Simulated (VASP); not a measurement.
# Ge4N in VASP: further runs

The runs below take Ge4N through relaxation of the atoms, with PBE.

Program: VASP 6.6.1. These are calculated values, not measurements. Logs are shortened: lines on timing, memory, paths and dates and some standing lists are left out, and cuts for length are marked.

## (1) The cell of the first run

The cell holds a slab with vacuum, 5 atoms: a = 4.074 Å, b = 4.074 Å, c = 19.856 Å, α = 90.00°, β = 90.00°, γ = 90.00°.

## (2) Relaxation of the atoms, PBE

Input file INCAR:

```
SYSTEM = Ge4N
  ALGO = Fast
  DIPOL = 0.5 0.5 0.330
  EDIFF = 1E-6
  EDIFFG = -0.025
  ENCUT = 520
  GGA = PE
  IBRION = 2
  IDIPOL = 3
  ISIF = 2
  ISMEAR = 0
  LASPH = .True.
  LCHARG = .False.
  LDIPOL = .True.
  LREAL = .False.
  LWAVE = .False.
  NELM = 80
  NSW = 36
  PREC = Accurate
  SIGMA = 0.1
```

Input file KPOINTS:

```
k-points
0
Gamma
  7 7 1
  0 0 0
```

Input file POSCAR:

```
Ge4N
1.0
    4.0740542166      0.0000000000      0.0000000000
    0.0000000000      4.0740542166      0.0000000000
    0.0000000000      0.0000000000     19.8557568530
Ge N
4 1
Selective dynamics
Direct
    0.0000000000      0.5000000000      0.2014529101  F F F
    0.0000000000      0.0000000000      0.2739958855  F F F
    0.5000000000      0.0000000000      0.3493666166  F F F
    0.5000000000      0.5000000000      0.4208228835  F F F
    0.8750000000      1.0000000000      0.4050329935  F F T
```

Potentials or basis: VASP PAW PBE potentials, release 64 (Ge_d, N).

Launch:

```sh
> cat potpaw_PBE.64/Ge_d/POTCAR potpaw_PBE.64/N/POTCAR > POTCAR
> mpirun -np 1 vasp_std > vasp.out
```

OUTCAR:

```text
SYSTEM = Ge4N
   EDIFF = 1E-6
   EDIFFG = -0.025
   ENCUT = 520
   GGA = PE
   IBRION = 2
   ISIF = 2
   ISMEAR = 0
   LASPH = .True.
   LREAL = .False.
   NELM = 80
   NSW = 36
   PREC = Accurate

 ion  position               nearest neighbor table
   1  0.000  0.500  0.201-   2 2.49   2 2.49
   2  0.000  0.000  0.274-   1 2.49   1 2.49   3 2.53   3 2.53
   3  0.500  0.000  0.349-   5 1.89   4 2.48   4 2.48   2 2.53   2 2.53
   4  0.500  0.500  0.421-   3 2.48   3 2.48
   5  0.875  0.000  0.405-   3 1.89

  LATTYP: Found a simple tetragonal cell.
 ALAT       =     4.0740542166
 C/A-ratio  =     4.8737095280

  Lattice vectors:

 A1 = (   4.0740542166,   0.0000000000,   0.0000000000)
 A2 = (   0.0000000000,   4.0740542166,   0.0000000000)
 A3 = (   0.0000000000,   0.0000000000,  19.8557568530)

Analysis of symmetry for initial positions (statically):
=====================================================================
 Subroutine PRICEL returns:
 Original cell was already a primitive cell.

 Routine SETGRP: Setting up the symmetry group for a
 simple tetragonal supercell.

 Subroutine GETGRP returns: Found  2 space group operations
 (whereof  2 operations were pure point group operations)
 out of a pool of 16 trial point group operations.

The static configuration has the point symmetry C_1h.

Analysis of symmetry for dynamics (positions and initial velocities):
=====================================================================
 Subroutine PRICEL returns:
 Original cell was already a primitive cell.

 Routine SETGRP: Setting up the symmetry group for a
 simple tetragonal supercell.

 Subroutine GETGRP returns: Found  2 space group operations
 (whereof  2 operations were pure point group operations)
 out of a pool of 16 trial point group operations.

The dynamic configuration has the point symmetry C_1h.

Analysis of constrained symmetry for selective dynamics:
=====================================================================
 Subroutine PRICEL returns:
 Original cell was already a primitive cell.

 Routine SETGRP: Setting up the symmetry group for a
 simple tetragonal supercell.

 Subroutine GETGRP returns: Found  2 space group operations
 (whereof  2 operations were pure point group operations)
 out of a pool of 16 trial point group operations.

The constrained configuration has the point symmetry C_1h.

 Subroutine INISYM returns: Found  2 space group operations
 (whereof  2 operations are pure point group operations),
 and found     1 'primitive' translations

----------------------------------------------------------------------------------------

                                     Primitive cell

  volume of cell :     329.5642

  direct lattice vectors                    reciprocal lattice vectors
     4.074054217  0.000000000  0.000000000     0.245455742  0.000000000  0.000000000
     0.000000000  4.074054217  0.000000000     0.000000000  0.245455742  0.000000000
     0.000000000  0.000000000 19.855756853     0.000000000  0.000000000  0.050363228

  length of vectors
     4.074054217  4.074054217 19.855756853     0.245455742  0.245455742  0.050363228

  position of ions in fractional coordinates (direct lattice)
     0.000000000  0.500000000  0.201452910
     0.000000000  0.000000000  0.273995885
     0.500000000  0.000000000  0.349366617
     0.500000000  0.500000000  0.420822884
     0.875000000  0.000000000  0.405032994

  ion indices of the primitive-cell ions
   primitive index   ion index
                 1           1
                 2           2
                 3           3
                 4           4
                 5           5

----------------------------------------------------------------------------------------

 KPOINTS: k-points

Automatic generation of k-mesh.
 Grid dimensions read from file:
 generate k-points for:    7    7    1

 Generating k-lattice:

  Cartesian coordinates                     Fractional coordinates (reciprocal lattice)
     0.035065106  0.000000000  0.000000000     0.142857143  0.000000000  0.000000000
     0.000000000  0.035065106  0.000000000     0.000000000  0.142857143  0.000000000
     0.000000000  0.000000000  0.050363228     0.000000000  0.000000000  1.000000000

  Length of vectors
     0.035065106  0.035065106  0.050363228

  Shift w.r.t. Gamma in fractional coordinates (k-lattice)
     0.000000000  0.000000000  0.000000000

 Subroutine IBZKPT returns following result:
 ===========================================

 Found     16 irreducible k-points:

 Following reciprocal coordinates:
            Coordinates               Weight
  0.000000  0.000000  0.000000      1.000000
  0.142857  0.000000  0.000000      2.000000
  0.000000  0.142857  0.000000      2.000000
  0.285714  0.000000  0.000000      2.000000
  0.000000  0.285714  0.000000      2.000000
  0.428571  0.000000  0.000000      2.000000
[... 8 lines left out ...]
 -0.285714  0.428571  0.000000      4.000000
  0.428571  0.428571  0.000000      4.000000
   k-points           NKPTS =     16   k-points in BZ     NKDIM =     16   number of bands    NBANDS=     36
   number of dos      NEDOS =    301   number of ions     NIONS =      5
   total plane-waves  NPLWV = 135000
   dimension x,y,z NGX =    30 NGY =   30 NGZ =  150
   dimension x,y,z NGXF=    60 NGYF=   60 NGZF=  300
   ions per type =               4   1
   NGX,Y,Z   is equivalent  to a cutoff of  12.24, 12.24, 12.56 a.u.
   NGXF,Y,Z  is equivalent  to a cutoff of  24.48, 24.48, 25.12 a.u.
 SYSTEM =  Ge4N
   PREC   = accura    normal or accurate (medium, high low for compatibility)
   ISTART =      0    job   : 0-new  1-cont  2-samecut
   ICHARG =      2    charge: 1-file 2-atom 10-const
   ISPIN  =      1    spin polarized calculation?
   LNONCOLLINEAR =      F non collinear calculations
   LSORBIT =      F    spin-orbit coupling
   LASPH  =      T    aspherical Exc in radial PAW
   ENCUT  =  520.0 eV  38.22 Ry    6.18 a.u.   7.58  7.58 36.92*2*pi/ulx,y,z
   NELM   =     80;   NELMIN=  2; NELMDL= -5     # of ELM steps
   EDIFF  = 0.1E-05   stopping-criterion for ELM
   LREAL  =      F    real-space projection
   EDIFFG = -.3E-01   stopping-criterion for IOM
   NSW    =     36    number of steps for IOM
   IBRION =      2    ionic relax: 0-MD 1-quasi-New 2-CG
   NFREE  =      1    steps in history (QN), initial steepest desc. (CG)
   ISIF   =      2    stress and relaxation
   ISYM   =      2    0-nonsym 1-usesym 2-fastsym
   POTIM  = 0.5000    time-step for ionic-motion
   TEBEG  =    0.0;   TEEND  =   0.0 temperature during run
   PSTRESS=    0.0 pullay stress
   NELECT =      61.0000    total number of electrons
   NUPDOWN=      -1.0000    fix difference up-down
   EMIN   =  10.00;   EMAX   =-10.00  energy-range for DOS
   EFERMI =   0.00;   METHOD = LEGACY
   ISMEAR =     0;   SIGMA  =   0.10  broadening in eV -4-tet -1-fermi 0-gaus
   EFERMI_NEDOS =   21; number of points for ismear=-14 and -15
   IALGO  =     68    algorithm
   IMIX   =      4    mixing-type and parameters
     AMIX     =   0.40;   BMIX     =  1.00
     AMIX_MAG =   1.60;   BMIX_MAG =  1.00
  volume/ion in A,a.u.               =      65.91       444.80
  Fermi-wavevector in a.u.,A,eV,Ry     =   0.932978  1.763073 11.843164  0.870448
  Thomas-Fermi vector in A             =   2.059632
   LORBIT       =      0    0 simple, 1 ext, 2 COOP (PROOUT), +10 PAW based schemes
   GGA     = PE    functional components
   LHFCALC =     F    Hartree Fock is set to
   AEXX    =    0.0000 exact exchange contribution
   IVDW    =     0    specifies the selected vdW correction
   LEPSILON=     F    determine dielectric tensor
   LRPA    =     F    only Hartree local field effects (RPA)
 conjugate gradient relaxation of ions
 non-spin polarized calculation
 RMM-DIIS sequential band-by-band and
 Gauss-broadening in eV      SIGMA  =   0.10
  energy-cutoff  :      520.00
  volume of cell :      329.56
 maximum number of plane-waves:      8917
   NGX = 15   NGY = 15   NGZ = 73

 dipolmoment           0.000000      0.000000     -0.034410 electrons x Angstroem

--------------------------------------- Ionic step        1  -------------------------------------------

 number of electron      60.9999945 magnetization

 Free energy of the ion-electron system (eV)
  ---------------------------------------------------
  ext. energy  EPLUGINS =         0.00000000
  ---------------------------------------------------
  free energy    TOTEN  =       -20.84618001 eV

  energy without entropy =      -20.82739924  energy(sigma->0) =      -20.83678962

------------------------ aborting loop because EDIFF is reached ----------------------------------------

  FORCE on cell =-STRESS in cart. coord.  units (eV):
  Direction    XX          YY          ZZ          XY          YZ          ZX
  --------------------------------------------------------------------------------------
  -------------------------------------------------------------------------------------
  Total       -1.5389749     -0.7713937      2.1200663      0.0000000      0.0000000      0.7598179
  in kB       -7.4817306     -3.7501326     10.3067082      0.0000000      0.0000000      3.6938567
  external PRESSURE =      -0.3083850 kB  Pullay stress =       0.0000000 kB
[... 102 lines left out ...]
  energy  without entropy=      -20.8329382914  energy(sigma->0) =      -20.84141449

--------------------------------------- Ionic step        4  -------------------------------------------

 number of electron      60.9999944 magnetization

 dipolmoment           0.000000      0.000000      0.028996 electrons x Angstroem

 Free energy of the ion-electron system (eV)
  ---------------------------------------------------
  ext. energy  EPLUGINS =         0.00000000
  ---------------------------------------------------
  free energy    TOTEN  =       -20.85016321 eV

  energy without entropy =      -20.83380090  energy(sigma->0) =      -20.84198205

 E-fermi :  -2.0619     XC(G=0):  -3.8515

 val. band max:       -2.0637080294   @ k =   0.0000   0.0000   0.0000
 cond. band min:      -2.0464869425   @ k =  -0.2857   0.4286   0.0000
 fundamental gap:      0.0172210869
 Fermi energy:        -2.0619010588

 k-point     1 :       0.0000    0.0000    0.0000
  band No.  band energies     occupation
      1     -26.7615      2.00000
      2     -26.7532      2.00000
      3     -26.7155      2.00000
      4     -26.7062      2.00000
      5     -26.6724      2.00000
      6     -26.6340      2.00000
[... 613 lines left out ...]
     35       1.1704      0.00000
     36       2.5116      0.00000

------------------------ aborting loop because EDIFF is reached ----------------------------------------

 vacuum level on the upper side and lower side of the slab       (xc-potential included)         0.147        -0.161

  FORCE on cell =-STRESS in cart. coord.  units (eV):
  Direction    XX          YY          ZZ          XY          YZ          ZX
  --------------------------------------------------------------------------------------
  -------------------------------------------------------------------------------------
  Total       -0.8373657     -0.6335150      2.2717917      0.0000000      0.0000000      1.0238340
  in kB       -4.0708555     -3.0798348     11.0443216      0.0000000      0.0000000      4.9773716
  external PRESSURE =       1.2978771 kB  Pullay stress =       0.0000000 kB

 VOLUME and BASIS-vectors are now :
 -----------------------------------------------------------------------------
  energy-cutoff  :      520.00
  volume of cell :      329.56
      direct lattice vectors                 reciprocal lattice vectors
     4.074054217  0.000000000  0.000000000     0.245455742  0.000000000  0.000000000
     0.000000000  4.074054217  0.000000000     0.000000000  0.245455742  0.000000000
     0.000000000  0.000000000 19.855756853     0.000000000  0.000000000  0.050363228
[... 11 lines left out ...]
  FREE ENERGIE OF THE ION-ELECTRON SYSTEM (eV)
  ---------------------------------------------------
  free  energy   TOTEN  =       -20.8501632088 eV

  energy  without entropy=      -20.8338009009  energy(sigma->0) =      -20.84198205

 reached required accuracy - stopping structural energy minimisation

 vacuum level on the upper side and lower side of the slab         2.956         2.640
```

Wall time 10 min (1 thread of Oxide Virtual Turin-like, shared host); peak memory 0.43 GiB.

What came out:

| Item | Value |
| --- | --- |
| Free energy | -20.8502 eV |
| Energy gained by relaxing | 0.8 meV/atom |
| Ionic steps | 4 |
| Band gap on the k mesh | zero (an odd number of electrons rules out a gap without spin polarisation) |

The path:
| step | energy change (eV) | largest force on free atoms (eV/Å) | pressure (GPa) |
| --- | --- | --- | --- |
| 1 | 0.0000 | 0.1737 | -0.03 |
| 2 | -0.0013 | 0.1461 | 0.00 |
| 3 | -0.0037 | 0.0462 | 0.09 |
| 4 | -0.0040 | 0.0005 | 0.13 |

Final structure:
```cif
data_structure
_symmetry_space_group_name_H-M 'P 1'
_symmetry_Int_Tables_number 1
_cell_length_a 4.0741
_cell_length_b 4.0741
_cell_length_c 19.8558
_cell_angle_alpha 90.000
_cell_angle_beta 90.000
_cell_angle_gamma 90.000
_cell_volume 329.56
loop_
_atom_site_label
_atom_site_type_symbol
_atom_site_fract_x
_atom_site_fract_y
_atom_site_fract_z
_atom_site_occupancy
Ge1 Ge 0.00000 0.50000 0.20145 1
Ge2 Ge 0.00000 0.00000 0.27400 1
Ge3 Ge 0.50000 0.00000 0.34937 1
Ge4 Ge 0.50000 0.50000 0.42082 1
N1 N 0.87500 0.00000 0.40276 1
```

(Continued in part 2 of 2.)
